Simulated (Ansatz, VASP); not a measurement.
**HfO2: VASP beside Ansatz**

```
CELL_PARAMETERS angstrom
4.88129 0.00000 0.00000
0.00000 4.88129 0.00000
0.00000 0.00000 3.23803
ATOMIC_POSITIONS crystal
Hf 0.92503 0.92503 0.84018
Hf 0.50000 0.50000 0.50000
O 0.19484 0.80516 0.50000
O 0.30516 0.30516 0.00000
O 0.69484 0.69484 0.00000
O 0.80516 0.19484 0.50000
```

Alike in both runs: task single point; functional PBE; k mesh 6 × 6 × 8; occupations gaussian, width 0.05 eV; no spin polarisation.

|  | VASP | Ansatz |
| --- | --- | --- |
| version | VASP 6.6.1 | Ansatz 0.2.0 |
| potentials or method | VASP PAW PBE potentials, release 64 (Hf_pv, O), cutoff 520 eV | scalar-relativistic, plane waves, PAW |
| valence electrons in the cell | 44 | 76 |

Ansatz gave:

| Item | Value |
| --- | --- |
| gap on the k mesh at the Fermi level (eV) | 2.34 |
| least direct gap on the mesh (eV) | 2.43 |
| pressure (GPa) | 28.8 |
| traceless stress, the component that is largest in VASP (GPa) | 17.01 |
| rms of the force components (eV/Å) | 5.315 |

Problem. What did VASP give for the same quantities?

Solution. gap on the k mesh at the Fermi level (eV): 2.30; least direct gap on the mesh (eV): 2.38; pressure (GPa): 26.7; traceless stress, the component that is largest in VASP (GPa): 17.14; rms of the force components (eV/Å): 5.329.

Atom by atom the forces differ by 0.047 eV/Å (rms over components). VASP's potentials hold 44 valence electrons a cell and Ansatz's 76, so a difference there can come from the potentials and not from the codes.

Spin-orbit coupling is off throughout.
